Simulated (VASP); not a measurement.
Wanted: the native input for a VASP 6.6.1 run.

```yaml
Task: single point
Functional: PBE
Potentials_or_basis: VASP PAW PBE potentials, release 64 (Ge_d, Si)
Cutoff: 520 eV
k_mesh: 9 × 9 × 1
Occupations: gaussian, width 0.1 eV
Spin: no spin polarisation
Dipole_correction: yes
Further_INCAR_settings: ALGO = Normal; EDIFF = 1e-06; NBANDS = 38
```

The structure of SiGe4 lies in POSCAR:

```
SiGe4
1.0
    4.0740542171      0.0000000000      0.0000000000
   -2.0370271085      3.5282344484      0.0000000000
    0.0000000000      0.0000000000     19.7403205846
Ge Si
4 1
Direct
    0.3333333333      0.6666666667      0.2026309544
    0.0000000000      0.0000000000      0.2447585800
    0.0000000000      0.0000000000      0.3792011874
    0.6666666667      0.3333333333      0.4174360061
    1.1111111111      0.4444444444      0.5066813000
```

These files were run (other wordings do the same):

INCAR

```
ALGO     = Normal         # electronic algorithm
DIPOL    = 0.5 0.5 0.350
EDIFF    = 1E-6           # SCF threshold, eV
ENCUT    = 520            # plane-wave cutoff, eV
GGA      = PE             # functional
IDIPOL   = 3            
ISIF     = 2              # what is computed and relaxed
ISMEAR   = 0              # smearing method
LASPH    = T              # aspherical terms in the spheres
LCHARG   = F              # write CHGCAR
LDIPOL   = T            
LREAL    = F              # projectors in reciprocal space
LWAVE    = F              # write WAVECAR
NBANDS   = 38             # bands
NELM     = 80             # most SCF steps
PREC     = Accurate       # precision mode
SIGMA    = 0.1            # smearing width, eV
```

KPOINTS

```
k-points
0
Gamma
  9 9 1
```

Potentials or basis: VASP PAW PBE potentials, release 64 (Ge_d, Si).

Launch:

```bash
$ cat potpaw_PBE.64/Ge_d/POTCAR potpaw_PBE.64/Si/POTCAR > POTCAR
$ mpirun -np 1 vasp_std > vasp.out
```

Results of the run:

```json
{
  "Largest force": "0.933 eV/Å",
  "Band gap on the k mesh": "zero (bands 30 and 31 overlap by 0.69 eV)"
}
```

Wall time 12 min on 1 thread of AMD EPYC 9R14 (Zen 4) (shared host), peak memory 0.54 GiB.
